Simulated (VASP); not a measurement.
# H2CO in VASP: a series of runs

The runs below take H2CO through single point, with PBE+D3(BJ).

Everything below comes from runs of VASP 6.6.1. Logs are shortened: lines on timing, memory, paths and dates and some standing lists are left out, and cuts for length are marked.

## (1) The cell of the first run

The cell holds a disordered packing, 24 atoms: a = 7.153 Å, b = 7.153 Å, c = 7.153 Å, α = 90.00°, β = 90.00°, γ = 90.00°.

## (2) Single point, PBE+D3(BJ)

File INCAR:

```
  ALGO = Normal
  EDIFF = 1E-6
  ENCUT = 1000
  GGA = PE
  GGA_COMPAT = F
  ISIF = 2
  ISMEAR = -1
  IVDW = 12
  LASPH = T
  LCHARG = F
  LREAL = Auto
  LWAVE = F
  NBANDS = 54
  NELM = 120
  PREC = Accurate
  SIGMA = 0.02
```

File KPOINTS:

```
k-points
0
Gamma
  1 1 1
```

File POSCAR:

```
H2CO
1.0
    7.1530900000      0.0000000000      0.0000000000
    0.0000000000      7.1530900000      0.0000000000
    0.0000000000      0.0000000000      7.1530900000
O C H
6 6 12
Direct
    0.1948388738      0.5160566972      0.7028570869
    0.2877917096      1.0085571410      0.4100745272
    0.5689009924      0.5357964181      1.2052553512
    0.6400031315      0.4478484124      0.6354596405
    0.9169743426      1.0196572390      0.6681587957
    0.5451769795      0.0469167870      1.0419692748
    0.2970045113      0.5934638038      0.5891579723
    0.1518504590      0.9309123749      0.3451235760
    0.6752746016      0.5964555178      1.0848318699
    0.6546261825      0.2918738615      0.7110213908
    0.9196165573      0.9304230759      0.8066583812
    0.3791648085      0.0616936177      1.0233479517
    0.3583486298      0.7299083333      0.6171179169
    0.3321921016      0.5322455051      0.4430393019
    0.0450993906      1.0086130609      0.2644591358
    0.1350605123      0.7774961590      0.3546299571
    0.6307064499      0.6997535331      0.9686443201
    0.8295435958      0.5503355892      1.0733962525
    0.6128680053      0.1691017448      0.6335024444
    0.7407847518      0.2778239894      0.8430622291
    0.8091887562      0.9342675683      0.9224684717
    1.0203003178      0.8055260034      0.8312351725
    0.2990735472      0.1931892371      1.0167074649
    0.2886025480     -0.0618194375      1.0099691182
```

Potentials or basis: VASP PAW PBE potentials, release 64 (O_h, C_h, H_h).

Run with:

```console
$ cat potpaw_PBE.64/O_h/POTCAR potpaw_PBE.64/C_h/POTCAR potpaw_PBE.64/H_h/POTCAR > POTCAR
$ mpirun -np 1 vasp_gam > vasp.out
```

OUTCAR:

```text
EDIFF = 1E-6
   ENCUT = 1000
   GGA = PE
   ISIF = 2
   ISMEAR = -1
   IVDW = 12
   LASPH = T
   LREAL = Auto
   NELM = 120
   PREC = Accurate
 IVDW          = 12

 ion  position               nearest neighbor table
   1  0.195  0.516  0.703-   7 1.23
   2  0.288  0.009  0.410-   8 1.21
   3  0.569  0.536  0.205-   9 1.23
   4  0.640  0.448  0.635-  10 1.24
   5  0.917  0.020  0.668-  11 1.18
   6  0.545  0.047  0.042-  12 1.20
   7  0.297  0.593  0.589-  13 1.09  14 1.16   1 1.23
   8  0.152  0.931  0.345-  16 1.11  15 1.11   2 1.21
   9  0.675  0.596  0.085-  18 1.15  17 1.16   3 1.23
  10  0.655  0.292  0.711-  19 1.08  20 1.13   4 1.24
  11  0.920  0.930  0.807-  21 1.14  22 1.16   5 1.18
  12  0.379  0.062  0.023-  24 1.10  23 1.10   6 1.20
  13  0.358  0.730  0.617-   7 1.09
  14  0.332  0.532  0.443-   7 1.16
  15  0.045  0.009  0.264-   8 1.11
  16  0.135  0.777  0.355-   8 1.11
  17  0.631  0.700  0.969-   9 1.16
  18  0.830  0.550  0.073-   9 1.15
  19  0.613  0.169  0.634-  10 1.08
  20  0.741  0.278  0.843-  10 1.13
  21  0.809  0.934  0.922-  11 1.14
  22  0.020  0.806  0.831-  11 1.16
  23  0.299  0.193  0.017-  12 1.10
  24  0.289  0.938  0.010-  12 1.10

  LATTYP: Found a simple cubic cell.
 ALAT       =     7.1530900000

  Lattice vectors:

 A1 = (   7.1530900000,   0.0000000000,   0.0000000000)
 A2 = (   0.0000000000,   7.1530900000,   0.0000000000)
 A3 = (   0.0000000000,   0.0000000000,   7.1530900000)

Analysis of symmetry for initial positions (statically):
=====================================================================
 Subroutine PRICEL returns:
 Original cell was already a primitive cell.

 Routine SETGRP: Setting up the symmetry group for a
 simple cubic supercell.

 Subroutine GETGRP returns: Found  1 space group operations
 (whereof  1 operations were pure point group operations)
 out of a pool of 48 trial point group operations.

The static configuration has the point symmetry C_1 .

Analysis of symmetry for dynamics (positions and initial velocities):
=====================================================================
 Subroutine PRICEL returns:
 Original cell was already a primitive cell.

 Routine SETGRP: Setting up the symmetry group for a
 simple cubic supercell.

 Subroutine GETGRP returns: Found  1 space group operations
 (whereof  1 operations were pure point group operations)
 out of a pool of 48 trial point group operations.

The dynamic configuration has the point symmetry C_1 .

 Subroutine INISYM returns: Found  1 space group operations
 (whereof  1 operations are pure point group operations),
 and found     1 'primitive' translations

----------------------------------------------------------------------------------------

                                     Primitive cell

  volume of cell :     366.0000

  direct lattice vectors                    reciprocal lattice vectors
     7.153090000  0.000000000  0.000000000     0.139799723  0.000000000  0.000000000
     0.000000000  7.153090000  0.000000000     0.000000000  0.139799723  0.000000000
     0.000000000  0.000000000  7.153090000     0.000000000  0.000000000  0.139799723

  length of vectors
     7.153090000  7.153090000  7.153090000     0.139799723  0.139799723  0.139799723

  position of ions in fractional coordinates (direct lattice)
     0.194838874  0.516056697  0.702857087
     0.287791710  0.008557141  0.410074527
     0.568900992  0.535796418  0.205255351
     0.640003132  0.447848412  0.635459641
     0.916974343  0.019657239  0.668158796
     0.545176979  0.046916787  0.041969275
[... 16 lines left out ...]
     0.299073547  0.193189237  0.016707465
     0.288602548  0.938180563  0.009969118

  ion indices of the primitive-cell ions
   primitive index   ion index
                 1           1
                 2           2
                 3           3
                 4           4
                 5           5
                 6           6
[... 16 lines left out ...]
                23          23
                24          24

----------------------------------------------------------------------------------------

 KPOINTS: k-points

Automatic generation of k-mesh.
 Grid dimensions read from file:
 generate k-points for:    1    1    1

 Generating k-lattice:

  Cartesian coordinates                     Fractional coordinates (reciprocal lattice)
     0.139799723  0.000000000  0.000000000     1.000000000  0.000000000  0.000000000
     0.000000000  0.139799723  0.000000000     0.000000000  1.000000000  0.000000000
     0.000000000  0.000000000  0.139799723     0.000000000  0.000000000  1.000000000

  Length of vectors
     0.139799723  0.139799723  0.139799723

  Shift w.r.t. Gamma in fractional coordinates (k-lattice)
     0.000000000  0.000000000  0.000000000

 Subroutine IBZKPT returns following result:
 ===========================================

 Found      1 irreducible k-points:

 Following reciprocal coordinates:
            Coordinates               Weight
  0.000000  0.000000  0.000000      1.000000
   k-points           NKPTS =      1   k-points in BZ     NKDIM =      1   number of bands    NBANDS=     54
   number of dos      NEDOS =    301   number of ions     NIONS =     24
   total plane-waves  NPLWV = 512000
   dimension x,y,z NGX =    80 NGY =   80 NGZ =   80
   dimension x,y,z NGXF=   160 NGYF=  160 NGZF=  160
   ions per type =               6   6  12
   NGX,Y,Z   is equivalent  to a cutoff of  18.59, 18.59, 18.59 a.u.
   NGXF,Y,Z  is equivalent  to a cutoff of  37.19, 37.19, 37.19 a.u.
 SYSTEM =  unknown system
   PREC   = accura    normal or accurate (medium, high low for compatibility)
   ISTART =      0    job   : 0-new  1-cont  2-samecut
   ICHARG =      2    charge: 1-file 2-atom 10-const
   ISPIN  =      1    spin polarized calculation?
   LNONCOLLINEAR =      F non collinear calculations
   LSORBIT =      F    spin-orbit coupling
   LASPH  =      T    aspherical Exc in radial PAW
   ENCUT  = 1000.0 eV  73.50 Ry    8.57 a.u.  18.44 18.44 18.44*2*pi/ulx,y,z
   NELM   =    120;   NELMIN=  2; NELMDL= -5     # of ELM steps
   EDIFF  = 0.1E-05   stopping-criterion for ELM
   LREAL  =      T    real-space projection
   EDIFFG = 0.1E-04   stopping-criterion for IOM
   NSW    =      0    number of steps for IOM
   IBRION =     -1    ionic relax: 0-MD 1-quasi-New 2-CG
   NFREE  =      0    steps in history (QN), initial steepest desc. (CG)
   ISIF   =      2    stress and relaxation
   ISYM   =      2    0-nonsym 1-usesym 2-fastsym
   POTIM  = 0.5000    time-step for ionic-motion
   TEBEG  =    0.0;   TEEND  =   0.0 temperature during run
   PSTRESS=    0.0 pullay stress
   NELECT =      72.0000    total number of electrons
   NUPDOWN=      -1.0000    fix difference up-down
   EMIN   =  10.00;   EMAX   =-10.00  energy-range for DOS
   EFERMI =   0.00;   METHOD = LEGACY
   ISMEAR =    -1;   SIGMA  =   0.02  broadening in eV -4-tet -1-fermi 0-gaus
   EFERMI_NEDOS =   21; number of points for ismear=-14 and -15
   IALGO  =     38    algorithm
   IMIX   =      4    mixing-type and parameters
     AMIX     =   0.40;   BMIX     =  1.00
     AMIX_MAG =   1.60;   BMIX_MAG =  1.00
  volume/ion in A,a.u.               =      15.25       102.91
  Fermi-wavevector in a.u.,A,eV,Ry     =   0.952121  1.799247 12.334140  0.906534
  Thomas-Fermi vector in A             =   2.080654
   LORBIT       =      0    0 simple, 1 ext, 2 COOP (PROOUT), +10 PAW based schemes
   GGA     = PE    functional components
   LHFCALC =     F    Hartree Fock is set to
   AEXX    =    0.0000 exact exchange contribution
   IVDW    =    12    specifies the selected vdW correction
   LEPSILON=     F    determine dielectric tensor
   LRPA    =     F    only Hartree local field effects (RPA)
 non-spin polarized calculation
  energy-cutoff  :     1000.00
  volume of cell :      366.00
 maximum number of plane-waves:     13097
 NGX is ok and might be reduce to    80
   NGX = 37   NGY = 37   NGZ = 37

 number of electron      71.9999997 magnetization

 Free energy of the ion-electron system (eV)
  ---------------------------------------------------
  ext. energy  EPLUGINS =         0.00000000
  ---------------------------------------------------
  free energy    TOTEN  =      -133.39866153 eV

  energy without entropy =     -133.39866153  energy(sigma->0) =     -133.39866153

 E-fermi :  -1.9923     XC(G=0):  -6.0504

 val. band max:       -2.5531776871   @ k =   0.0000   0.0000   0.0000
 cond. band min:       0.1149244515   @ k =   0.0000   0.0000   0.0000
 fundamental gap:      2.6681021386
 Fermi energy:        -1.9923039349

 k-point     1 :       0.0000    0.0000    0.0000
  band No.  band energies     occupation
      1     -24.4070      2.00000
      2     -24.0070      2.00000
      3     -23.6809      2.00000
      4     -23.2509      2.00000
      5     -22.9289      2.00000
      6     -22.6954      2.00000
[... 40 lines left out ...]
     47       4.4048      0.00000
     48       4.8977      0.00000
 [bands above 48 left out]

------------------------ aborting loop because EDIFF is reached ----------------------------------------

 Edisp (eV)   -0.88450

 E8    (eV) :    -0.2058

  FORCE on cell =-STRESS in cart. coord.  units (eV):
  Direction    XX          YY          ZZ          XY          YZ          ZX
  --------------------------------------------------------------------------------------
  -------------------------------------------------------------------------------------
  Total      -0.87168     0.17927    -2.96226     0.67583     0.69514     1.27435
  in kB      -3.81580     0.78478   -12.96740     2.95848     3.04301     5.57850
  external pressure =       -5.33 kB  Pullay stress =        0.00 kB

 VOLUME and BASIS-vectors are now :
 -----------------------------------------------------------------------------
  energy-cutoff  :     1000.00
  volume of cell :      366.00
      direct lattice vectors                 reciprocal lattice vectors
     7.153090000  0.000000000  0.000000000     0.139799723  0.000000000  0.000000000
     0.000000000  7.153090000  0.000000000     0.000000000  0.139799723  0.000000000
     0.000000000  0.000000000  7.153090000     0.000000000  0.000000000  0.139799723

 POSITION                                       TOTAL-FORCE (eV/Angst)
 -----------------------------------------------------------------------------------
      1.39370      3.69140      5.02760         0.458542      0.314543     -0.509837
      2.05860      0.06121      2.93330        -0.080941      0.058811      0.008702
      4.06940      3.83260      1.46821         1.093305      0.747924     -1.376010
      4.57800      3.20350      4.54550        -0.083462     -1.542682      1.227659
      6.55920      0.14061      4.77940         0.194681      1.487443     -1.993398
      3.89970      0.33560      0.30021         0.757224      0.183048      0.047765
[... 16 lines left out ...]
      2.13930      1.38190      0.11951         0.235448      0.606383      0.018435
      2.06440      6.71089      0.07131        -0.217699     -0.625668     -0.089994
 -----------------------------------------------------------------------------------
    total drift:                               -0.001088     -0.000141      0.003400

  FREE ENERGIE OF THE ION-ELECTRON SYSTEM (eV)
  ---------------------------------------------------
  free  energy   TOTEN  =      -134.2831622273 eV

  energy  without entropy=     -134.2831622273  energy(sigma->0) =     -134.28316223
```

Run time: 45 s. Hardware: 1 thread of AMD EPYC 9R45 (Zen 5), shared host; peak memory 0.86 GiB.

What came out:

```
Free energy                : -134.2832 eV
Pressure                   : -0.5 GPa
Largest force              : 4.254 eV/Å
Dispersion energy per atom : -0.037 eV
```

Forces on the atoms (eV/Å):
```
O    0.459  0.315 -0.510
O   -0.081  0.059  0.009
O    1.093  0.748 -1.376
O   -0.083 -1.543  1.228
O    0.195  1.487 -1.993
O    0.757  0.183  0.048
C   -0.513 -1.351 -0.720
C    0.445  0.198  0.024
C   -0.403 -0.314  0.096
C    1.392  2.721 -0.828
C   -0.206 -3.236  2.754
C   -0.723 -0.102 -0.068
H    0.374  0.600  0.163
H   -0.348  0.322  1.228
H   -0.292  0.073 -0.003
H   -0.251 -0.215  0.076
H    0.093 -0.732  0.926
H   -0.872  0.213  0.271
H   -0.626 -0.829  0.029
H   -0.718 -0.142 -0.366
H    0.472  0.664 -0.587
H   -0.182  0.902 -0.328
H    0.235  0.606  0.018
H   -0.218 -0.626 -0.090
```

Caveat: the k points lie up to 0.88 Å⁻¹ apart, too coarse for converged energies, forces and pressures.

## (3) Single point, PBE+D3(BJ)

File INCAR:

```
PREC = Accurate ; ENCUT = 1000
EDIFF = 1E-6 ; ISMEAR = -1
SIGMA = 0.02 ; LREAL = Auto
LASPH = True ; NELM = 120
ALGO = Normal ; ISIF = 2
LWAVE = False ; LCHARG = False
GGA = PE ; IVDW = 12
NBANDS = 54 ; GGA_COMPAT = False
```

File KPOINTS:

```
Automatic mesh
0
Gamma
  1 1 1
```

File POSCAR:

```
H2CO
1.0
    7.1530900000      0.0000000000      0.0000000000
    0.0000000000      7.1530900000      0.0000000000
    0.0000000000      0.0000000000      7.1530900000
O C H
6 6 12
Direct
    0.1878488877      0.5365653165      0.6433862848
    0.2737558174      1.0014553151      0.4602486478
    0.5421852654      0.5528659642      1.1759673092
    0.6768403585      0.4197346881      0.6397235321
    0.9079852204      1.0355245076      0.6557166204
    0.5411227875      0.0324475157      1.0455062078
    0.3217910022      0.6316850480      0.5959242789
    0.1343894736      0.9747116281      0.3671979522
    0.6774275173      0.6052069805      1.0887602421
    0.6203193305      0.2753215743      0.7002987520
    0.9309403349      0.9326039516      0.7922590097
    0.3801573865      0.0783577447      1.0798410198
    0.4009316254      0.7254207622      0.7013752099
    0.3759074750      0.6353198408      0.4548803384
    0.0662650687      1.0854749486      0.2732665184
    0.0680545051      0.8263142222      0.3593272278
    0.6615462688      0.6662854794      0.9477023217
    0.8187650372      0.5993493721      1.1482869641
    0.4936048617      0.1988371459      0.6398353718
    0.6561360195      0.2210792818      0.8482348188
    0.9297660172      0.9957514864      0.9334008100
    0.9504284163      0.7728268483      0.7824310892
    0.3483110096      0.2052539532      1.1678729053
    0.2574691497      0.0110581581      1.0171408440
```

Potentials or basis: VASP PAW PBE potentials, release 64 (O_h, C_h, H_h).

Run with:

```console
$ cat potpaw_PBE.64/O_h/POTCAR potpaw_PBE.64/C_h/POTCAR potpaw_PBE.64/H_h/POTCAR > POTCAR
$ mpirun -np 1 vasp_gam > vasp.out
```

Run time: 97 s. Hardware: 1 thread of Intel Xeon Platinum 8259CL at 2.50GHz (Skylake/Cascade Lake), shared host; peak memory 0.93 GiB.

The run converged. Its results:

```yaml
Free_energy: -134.4005 eV
Pressure: -0.9 GPa
Largest_force: 3.006 eV/Å
Dispersion_energy_per_atom: -0.037 eV
```

Forces in eV/Å, atoms in the order of the input:
```
O    0.509  0.504 -0.253
O   -0.302  0.114 -0.303
O   -0.080 -0.143  0.057
O    0.761  1.212 -0.748
O    0.264 -1.316  1.032
O   -0.936 -0.077  0.266
C   -0.181  0.220  1.751
C   -0.619 -0.962 -0.332
C   -0.677  0.168 -0.011
C   -1.810 -1.275  2.034
C   -0.305  0.087 -1.224
C    1.306  1.094  0.075
H   -0.482 -0.612 -0.614
H    0.288 -0.103 -0.824
H    0.350 -0.495  0.764
H    0.317  1.194  0.074
H    0.109  0.008 -0.279
H    0.562 -0.077  0.199
H    0.801  0.118 -0.193
H    0.297  0.301 -1.124
H   -0.035 -0.095  0.216
H   -0.022  1.086 -0.121
H    0.206 -0.384 -0.211
H   -0.320 -0.567 -0.233
```

Stress tensor (GPa, compression positive):
```
-0.62  0.21 -0.79
 0.21 -1.58  0.01
-0.79  0.01 -0.50
```

Levels at points of the mesh, in eV from the Fermi level:
| k point | band 32 | band 33 | band 34 | band 35 | band 36 | band 37 | band 38 | band 39 | band 40 | band 41 |
| --- | --- | --- | --- | --- | --- | --- | --- | --- | --- | --- |
| (0.00, 0.00, 0.00) | -1.45 | -1.37 | -1.13 | -0.72 | -0.56 | 1.88 | 1.96 | 2.46 | 2.69 | 2.98 |

Caveat: the k points lie up to 0.88 Å⁻¹ apart, too coarse for converged energies, forces and pressures; the atoms stand as in a frame of molecular dynamics.
